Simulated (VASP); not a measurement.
Input of a VASP 6.6.1 run:

The input INCAR:

```
PREC     = Accurate       # precision mode
ENCUT    = 520            # plane-wave cutoff, eV
EDIFF    = 1E-6           # SCF threshold, eV
ISMEAR   = 0              # smearing method
SIGMA    = 0.1            # smearing width, eV
LREAL    = False          # projectors in reciprocal space
LASPH    = True           # aspherical terms in the spheres
NELM     = 80             # most SCF steps
ALGO     = Normal         # electronic algorithm
ISIF     = 2              # what is computed and relaxed
LWAVE    = False          # write WAVECAR
LCHARG   = True           # write CHGCAR
LDIPOL   = True         
IDIPOL   = 3            
DIPOL    = 0.5 0.5 0.305
GGA      = PE             # functional
IVDW     = 12             # dispersion correction
LELF     = True           # ELF
LVHAR    = True         
LVACPOTAV= True         
NBANDS   = 86             # bands
```

File KPOINTS:

```
Automatic mesh
0
Gamma
  6 6 1
```

POSCAR

```
Ti12Si
1.0
    5.7099611434      0.0000000000      0.0000000000
   -2.8549805717      4.9449714048      0.0000000000
    0.0000000000      0.0000000000     21.5932633302
Ti Si
12 1
Direct
    0.3333333333      0.1666666667      0.1852429593
    0.3333333333      0.6666666667      0.1852429593
    0.8333333333      0.1666666667      0.1852429593
    0.8333333333      0.6666666667      0.1852429593
    0.1666666667      0.3333333333      0.2894365806
    0.1666666667      0.8333333333      0.2894365806
    0.6666666667      0.3333333333      0.2894365806
    0.6666666667      0.8333333333      0.2894365806
    0.0000000000      0.0000000000      0.3933293083
    0.0000000000      0.5000000000      0.3933293083
    0.5000000000      0.0000000000      0.3933293083
    0.5000000000      0.5000000000      0.3933293083
    0.1666666667      0.0833333333      0.4952129359
```

Potentials or basis: VASP PAW PBE potentials, release 64 (Ti_sv, Si).

Launch:

```console
$ cat potpaw_PBE.64/Ti_sv/POTCAR potpaw_PBE.64/Si/POTCAR > POTCAR
$ mpirun -np 1 vasp_std > vasp.out
```

(1) Predict the band gap on the k mesh.

(2) Estimate the largest force.

Answers

(1) zero (bands 74 and 75 overlap by 0.65 eV).

(2) 1.399 eV/Å.
